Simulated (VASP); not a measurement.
# Sr4TmSi (P6/mmm) in VASP: single point with PBE

Aim: the single point of Sr4TmSi with PBE.

All numbers are computed with VASP 6.6.1; they aren't measurements. Logs are shortened: lines on timing, memory, paths and dates and some standing lists are left out, and cuts for length are marked.

## 1. The cell of the first run

Symmetry: P6/mmm, No. 191, hexagonal system. Conventional cell: a = 5.945 Å, b = 5.945 Å, c = 6.952 Å, α = 90.00°, β = 90.00°, γ = 120.00°. Sr (site symmetry 3m) has 5 Sr at 3.42 to 3.53 Å and 3 Si at 3.84 Å and 3 Tm at 3.86 Å within 4.5 Å. Within 4.6 Å of Tm (site symmetry 6/mmm) lie 2 Si at 3.48 Å and 12 Sr at 3.86 Å. Si (site symmetry 6/mmm) has 2 Tm at 3.48 Å and 12 Sr at 3.84 Å within 4.6 Å.

The cell was generated, and may not be a known phase.

## 2. Single point, PBE

File INCAR:

```
SYSTEM = Sr4TmSi
ALGO = Normal
EDIFF = 1E-6
ENCUT = 500
GGA = PE
GGA_COMPAT = .FALSE.
ISIF = 2
ISMEAR = 0
LASPH = .TRUE.
LCHARG = .TRUE.
LELF = .TRUE.
LMAXMIX = 6
LREAL = .FALSE.
LVHAR = .TRUE.
LWAVE = .FALSE.
NBANDS = 36
NELM = 200
PREC = Accurate
SIGMA = 0.1
```

File KPOINTS:

```
k-points
0
G
  6 6 6
  0 0 0
```

File POSCAR:

```
Sr4TmSi
1.0
    5.9446355530      0.0000000000      0.0000000000
   -2.9723177765      5.1482054052      0.0000000000
    0.0000000000      0.0000000000      6.9520653269
Sr Tm Si
4 1 1
Direct
    0.3333333333      0.6666666667      0.2461433788
    0.3333333333      0.6666666667      0.7538566212
    0.6666666667      0.3333333333      0.7538566212
    0.6666666667      0.3333333333      0.2461433788
    0.0000000000      0.0000000000      0.5000000000
    0.0000000000      0.0000000000      0.0000000000
```

Potentials or basis: VASP PAW PBE potentials, release 64 (Sr_sv, Tm_3, Si), 4f in core.

The run is started by

```bash
$ cat potpaw_PBE.64/Sr_sv/POTCAR potpaw_PBE.64/Tm_3/POTCAR potpaw_PBE.64/Si/POTCAR > POTCAR
$ mpirun -np 1 vasp_std > vasp.out
```

OUTCAR:

```text
SYSTEM = Sr4TmSi
   EDIFF = 1E-6
   ENCUT = 500
   GGA = PE
   ISIF = 2
   ISMEAR = 0
   LASPH = .TRUE.
   LREAL = .FALSE.
   NELM = 200
   PREC = Accurate

 ion  position               nearest neighbor table
   1  0.333  0.667  0.246-   2 3.42   4 3.43   4 3.43   4 3.43   2 3.53   6 3.84   6 3.84   6 3.84
                             5 3.86   5 3.86   5 3.86   3 4.85   3 4.85   3 4.85   3 4.92   3 4.92
   2  0.333  0.667  0.754-   1 3.42   3 3.43   3 3.43   3 3.43   1 3.53   6 3.84   6 3.84   6 3.84
                             5 3.86   5 3.86   5 3.86   4 4.85   4 4.85   4 4.85   4 4.92   4 4.92
   3  0.667  0.333  0.754-   4 3.42   2 3.43   2 3.43   2 3.43   4 3.53   6 3.84   6 3.84   6 3.84
                             5 3.86   5 3.86   5 3.86   1 4.85   1 4.85   1 4.85   1 4.92   1 4.92
   4  0.667  0.333  0.246-   3 3.42   1 3.43   1 3.43   1 3.43   3 3.53   6 3.84   6 3.84   6 3.84
                             5 3.86   5 3.86   5 3.86   2 4.85   2 4.85   2 4.85   2 4.92   2 4.92
   5  0.000  0.000  0.500-   6 3.48   6 3.48   3 3.86   4 3.86   1 3.86   2 3.86   3 3.86   4 3.86
                             1 3.86   2 3.86   3 3.86   4 3.86   1 3.86   2 3.86
   6  0.000  0.000  0.000-   5 3.48   5 3.48   3 3.84   4 3.84   1 3.84   2 3.84   3 3.84   4 3.84
                             1 3.84   2 3.84   3 3.84   4 3.84   1 3.84   2 3.84

  LATTYP: Found a hexagonal cell.
 ALAT       =     5.9446355530
 C/A-ratio  =     1.1694687193

  Lattice vectors:

 A1 = (   5.9446355530,   0.0000000000,   0.0000000000)
 A2 = (  -2.9723177765,   5.1482054052,   0.0000000000)
 A3 = (   0.0000000000,   0.0000000000,   6.9520653269)

Analysis of symmetry for initial positions (statically):
=====================================================================
 Subroutine PRICEL returns:
 Original cell was already a primitive cell.

 Routine SETGRP: Setting up the symmetry group for a
 hexagonal supercell.

 Subroutine GETGRP returns: Found 24 space group operations
 (whereof 24 operations were pure point group operations)
 out of a pool of 24 trial point group operations.

The static configuration has the point symmetry D_6h.

Analysis of symmetry for dynamics (positions and initial velocities):
=====================================================================
 Subroutine PRICEL returns:
 Original cell was already a primitive cell.

 Routine SETGRP: Setting up the symmetry group for a
 hexagonal supercell.

 Subroutine GETGRP returns: Found 24 space group operations
 (whereof 24 operations were pure point group operations)
 out of a pool of 24 trial point group operations.

The dynamic configuration has the point symmetry D_6h.

 Subroutine INISYM returns: Found 24 space group operations
 (whereof 24 operations are pure point group operations),
 and found     1 'primitive' translations

----------------------------------------------------------------------------------------

                                     Primitive cell

  volume of cell :     212.7624

  direct lattice vectors                    reciprocal lattice vectors
     5.944635553  0.000000000  0.000000000     0.168218891  0.097121222  0.000000000
    -2.972317777  5.148205405  0.000000000     0.000000000  0.194242444  0.000000000
     0.000000000  0.000000000  6.952065327     0.000000000  0.000000000  0.143842147

  length of vectors
     5.944635553  5.944635553  6.952065327     0.194242444  0.194242444  0.143842147

  position of ions in fractional coordinates (direct lattice)
     0.333333333  0.666666667  0.246143379
     0.333333333  0.666666667  0.753856621
     0.666666667  0.333333333  0.753856621
     0.666666667  0.333333333  0.246143379
     0.000000000  0.000000000  0.500000000
     0.000000000  0.000000000  0.000000000

  ion indices of the primitive-cell ions
   primitive index   ion index
                 1           1
                 2           2
                 3           3
                 4           4
                 5           5
                 6           6

----------------------------------------------------------------------------------------

 KPOINTS: k-points

Automatic generation of k-mesh.
 Grid dimensions read from file:
 generate k-points for:    6    6    6

 Generating k-lattice:

  Cartesian coordinates                     Fractional coordinates (reciprocal lattice)
     0.028036482  0.016186870  0.000000000     0.166666667 -0.000000000  0.000000000
     0.000000000  0.032373741  0.000000000     0.000000000  0.166666667  0.000000000
     0.000000000  0.000000000  0.023973691     0.000000000  0.000000000  0.166666667

  Length of vectors
     0.032373741  0.032373741  0.023973691

  Shift w.r.t. Gamma in fractional coordinates (k-lattice)
     0.000000000  0.000000000  0.000000000

 Subroutine IBZKPT returns following result:
 ===========================================

 Found     28 irreducible k-points:

 Following reciprocal coordinates:
            Coordinates               Weight
  0.000000  0.000000  0.000000      1.000000
  0.166667  0.000000  0.000000      6.000000
  0.333333 -0.000000  0.000000      6.000000
  0.500000  0.000000  0.000000      3.000000
  0.166667  0.166667  0.000000      6.000000
  0.333333  0.166667  0.000000     12.000000
[... 16 lines left out ...]
  0.166667  0.000000  0.500000      6.000000
  0.333333 -0.000000  0.500000      6.000000
 [... further k-points ...]
   k-points           NKPTS =     28   k-points in BZ     NKDIM =     28   number of bands    NBANDS=     36
   number of dos      NEDOS =    301   number of ions     NIONS =      6
   total plane-waves  NPLWV = 124416
   dimension x,y,z NGX =    48 NGY =   48 NGZ =   54
   dimension x,y,z NGXF=    96 NGYF=   96 NGZF=  108
   ions per type =               4   1   1
   NGX,Y,Z   is equivalent  to a cutoff of  13.42, 13.42, 12.91 a.u.
   NGXF,Y,Z  is equivalent  to a cutoff of  26.85, 26.85, 25.83 a.u.
 SYSTEM =  Sr4TmSi
   PREC   = accura    normal or accurate (medium, high low for compatibility)
   ISTART =      0    job   : 0-new  1-cont  2-samecut
   ICHARG =      2    charge: 1-file 2-atom 10-const
   ISPIN  =      1    spin polarized calculation?
   LNONCOLLINEAR =      F non collinear calculations
   LSORBIT =      F    spin-orbit coupling
   LASPH  =      T    aspherical Exc in radial PAW
   ENCUT  =  500.0 eV  36.75 Ry    6.06 a.u.  10.84 10.84 12.68*2*pi/ulx,y,z
   NELM   =    200;   NELMIN=  2; NELMDL= -5     # of ELM steps
   EDIFF  = 0.1E-05   stopping-criterion for ELM
   LREAL  =      F    real-space projection
[... 7 lines left out ...]
   TEBEG  =    0.0;   TEEND  =   0.0 temperature during run
   PSTRESS=    0.0 pullay stress
   NELECT =      53.0000    total number of electrons
   NUPDOWN=      -1.0000    fix difference up-down
   EMIN   =  10.00;   EMAX   =-10.00  energy-range for DOS
   EFERMI =   0.00;   METHOD = LEGACY
   ISMEAR =     0;   SIGMA  =   0.10  broadening in eV -4-tet -1-fermi 0-gaus
   EFERMI_NEDOS =   21; number of points for ismear=-14 and -15
   IALGO  =     38    algorithm
   IMIX   =      4    mixing-type and parameters
     AMIX     =   0.40;   BMIX     =  1.00
     AMIX_MAG =   1.60;   BMIX_MAG =  1.00
  volume/ion in A,a.u.               =      35.46       239.30
  Fermi-wavevector in a.u.,A,eV,Ry     =   1.030074  1.946558 14.436498  1.061053
  Thomas-Fermi vector in A             =   2.164154
   LORBIT       =      0    0 simple, 1 ext, 2 COOP (PROOUT), +10 PAW based schemes
   GGA     = PE    functional components
   LHFCALC =     F    Hartree Fock is set to
   AEXX    =    0.0000 exact exchange contribution
   IVDW    =     0    specifies the selected vdW correction
   LEPSILON=     F    determine dielectric tensor
   LRPA    =     F    only Hartree local field effects (RPA)
 non-spin polarized calculation
 Gauss-broadening in eV      SIGMA  =   0.10
  energy-cutoff  :      500.00
  volume of cell :      212.76
 maximum number of plane-waves:      5449
 NGX is ok and might be reduce to    48
   NGX = 21   NGY = 21   NGZ = 25

 number of electron      53.0000002 magnetization

 Free energy of the ion-electron system (eV)
  ---------------------------------------------------
  ext. energy  EPLUGINS =         0.00000000
  ---------------------------------------------------
  free energy    TOTEN  =       -14.95572845 eV

  energy without entropy =      -14.93048170  energy(sigma->0) =      -14.94310507

 E-fermi :   3.0483     XC(G=0):  -8.7135

 val. band max:        3.0348536429   @ k =   0.3333  -0.0000   0.3333
 cond. band min:       3.0795224051   @ k =   0.3333  -0.0000   0.5000
 fundamental gap:      0.0446687622
 Fermi energy:         3.0482559309

 k-point     1 :       0.0000    0.0000    0.0000
  band No.  band energies     occupation
      1     -33.2032      2.00000
      2     -33.1391      2.00000
      3     -33.0954      2.00000
      4     -33.0349      2.00000
      5     -23.2361      2.00000
      6     -23.1745      2.00000
[... 28 lines left out ...]
     35       4.4998      0.00000
     36       5.5694      0.00000

 k-point     2 :       0.1667    0.0000    0.0000
  band No.  band energies     occupation
      1     -33.1969      2.00000
      2     -33.1330      2.00000
      3     -33.1018      2.00000
      4     -33.0411      2.00000
      5     -23.2362      2.00000
      6     -23.1745      2.00000
[... 28 lines left out ...]
     35       4.9145      0.00000
     36       5.6941      0.00000

 k-point     3 :       0.3333   -0.0000    0.0000
  band No.  band energies     occupation
      1     -33.1807      2.00000
      2     -33.1184      2.00000
      3     -33.1173      2.00000
      4     -33.0571      2.00000
      5     -23.2364      2.00000
      6     -23.1747      2.00000
[... 28 lines left out ...]
     35       5.1133      0.00000
     36       5.1448      0.00000
[... 742 lines left out ...]
 k-point    23 :       0.1667    0.0000    0.5000
  band No.  band energies     occupation
      1     -33.1719      2.00000
      2     -33.1584      2.00000
      3     -33.0781      2.00000
      4     -33.0651      2.00000
      5     -23.2363      2.00000
      6     -23.1745      2.00000
[... 28 lines left out ...]
     35       5.5565      0.00000
     36       5.7991      0.00000

 k-point    24 :       0.3333   -0.0000    0.5000
  band No.  band energies     occupation
      1     -33.1558      2.00000
      2     -33.1425      2.00000
      3     -33.0945      2.00000
      4     -33.0814      2.00000
      5     -23.2365      2.00000
      6     -23.1747      2.00000
[... 28 lines left out ...]
     35       5.1325      0.00000
     36       5.2837      0.00000

 [... further k-points ...]

------------------------ aborting loop because EDIFF is reached ----------------------------------------

  FORCE on cell =-STRESS in cart. coord.  units (eV):
  Direction    XX          YY          ZZ          XY          YZ          ZX
  --------------------------------------------------------------------------------------
  -------------------------------------------------------------------------------------
  Total        0.1100510      0.1100510      0.0915357     -0.0000000      0.0000000     -0.0000000
  in kB        0.8287233      0.8287233      0.6892967     -0.0000000      0.0000000     -0.0000000
  external PRESSURE =       0.7822478 kB  Pullay stress =       0.0000000 kB

 VOLUME and BASIS-vectors are now :
 -----------------------------------------------------------------------------
  energy-cutoff  :      500.00
  volume of cell :      212.76
      direct lattice vectors                 reciprocal lattice vectors
     5.944635553  0.000000000  0.000000000     0.168218891  0.097121222  0.000000000
    -2.972317777  5.148205405  0.000000000     0.000000000  0.194242444  0.000000000
     0.000000000  0.000000000  6.952065327     0.000000000  0.000000000  0.143842147

 POSITION                                       TOTAL-FORCE (eV/Angst)
 -----------------------------------------------------------------------------------
     -0.00000      3.43214      1.71120         0.000000     -0.000000     -0.001633
     -0.00000      3.43214      5.24086         0.000000     -0.000000      0.001633
      2.97232      1.71607      5.24086        -0.000000      0.000000      0.001633
      2.97232      1.71607      1.71120        -0.000000      0.000000     -0.001633
      0.00000      0.00000      3.47603         0.000000      0.000000     -0.000000
      0.00000      0.00000      0.00000         0.000000      0.000000     -0.000000
 -----------------------------------------------------------------------------------
    total drift:                               -0.000000      0.000000      0.000000

  FREE ENERGIE OF THE ION-ELECTRON SYSTEM (eV)
  ---------------------------------------------------
  free  energy   TOTEN  =       -14.9557284485 eV

  energy  without entropy=      -14.9304816995  energy(sigma->0) =      -14.94310507
```

It took 3.2 min on 1 thread of Intel Xeon Platinum 8488C (Sapphire Rapids), shared host; peak memory 0.45 GiB.

What came out:

```
Free energy            : -14.9557 eV
Pressure               : 0.1 GPa
Band gap on the k mesh : zero (an odd number of electrons rules out a gap without spin polarisation)
```

Levels at points of the mesh, in eV from the Fermi level:
```
           k point  band 24  band 25  band 26  band 27  band 28  band 29
(0.00, 0.00, 0.00)    -1.34    -0.55    -0.55    -0.09     0.33     0.33
(0.50, 0.00, 0.00)    -1.37    -1.13    -0.36    -0.31    -0.07     0.65
(0.00, 0.00, 0.50)    -0.90    -0.38    -0.20    -0.20     0.58     0.58
(0.50, 0.00, 0.50)    -1.38    -0.99    -0.08     0.09     0.23     0.57
```

Caveat: spin-orbit coupling is left out, which moves the levels of the heavy elements; the 4f electrons are frozen in the core, so they carry no moment and show no levels.

The gap in the log of VASP goes by the Fermi energy; the results here count the filled bands.